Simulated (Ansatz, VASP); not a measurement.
Given: the input of a run of VASP 6.6.1 on TePb.

File INCAR:

```
SYSTEM = TePb
PREC = Accurate
ENCUT = 600
EDIFF = 1E-6
ISMEAR = -1
SIGMA = 0.05
LREAL = .False.
LASPH = .True.
NELM = 80
ALGO = Normal
ISIF = 3
LWAVE = .False.
LCHARG = .False.
GGA = RE
IVDW = 13
IBRION = 2
NSW = 60
EDIFFG = -0.01
```

File KPOINTS:

```
Automatic mesh
0
Gamma
  7 7 7
  0 0 0
```

POSCAR

```
TePb
1.0
    4.0022870000      0.0000000000      0.0000000000
    0.0000000000      4.0022870000      0.0000000000
    0.0000000000      0.0000000000      4.0022870000
Pb Te
1 1
Direct
    0.0000000000      0.0000000000      0.0000000000
    0.5000000000      0.5000000000      0.5000000000
```

Potentials or basis: VASP PAW PBE potentials, release 64 (Pb_d, Te).

The run is started by

```bash
$ cat potpaw_PBE.64/Pb_d/POTCAR potpaw_PBE.64/Te/POTCAR > POTCAR
$ mpirun -np 1 vasp_std > vasp.out
```

Question: Set up the same calculation for Ansatz 0.2.0. Potentials there: Ansatz PAW.

Answer: As run (the cutoff follows the program's own potentials):

File input.yaml:

```yaml
crystal:
  lattice:
    - [4.002287, 0.0, 0.0]
    - [0.0, 4.002287, 0.0]
    - [0.0, 0.0, 4.002287]
  atoms:
    - { symbol: Pb, position: [0.0, 0.0, 0.0] }
    - { symbol: Te, position: [0.5, 0.5, 0.5] }
hamiltonian:
  xc: revpbe
  pseudopotentials: { kind: paw }
  dispersion: d4
kpoints:
  mp_grid: { grid: [7, 7, 7] }
scf:
  occupations: { method: fermi_dirac, width: 0.05 }
output:
  forces: true
  stress: true
relax:
  f_tol: 0.01
  max_steps: 40
  cell: { stress_tol: 0.05 }
```

Potentials or basis: Ansatz PAW.

Launch:

```console
$ ansatz run input.yaml --threads 2 --pin off --max-ram 5632MiB --backend cpu --events-out ev --progress --plain --runs-dir out
```

Both were run:

|  | VASP | Ansatz | Ansatz less VASP |
| --- | --- | --- | --- |
| relaxed volume (Å³/atom) | 32.44 | 32.44 | -0.002 |
| relaxed cell length with the largest relative difference (Å) | 4.018 | 4.018 | -0.0001 |

VASP's potentials were made for PBE, not for revPBE. VASP's potentials hold 20 valence electrons a cell and Ansatz's 30, so a difference there can come from the potentials and not from the codes.

Spin-orbit coupling is off throughout. Noted on Ansatz's run: the plane-wave basis is chosen anew once the cell has moved, so the energies of steps on either side of that aren't comparable.
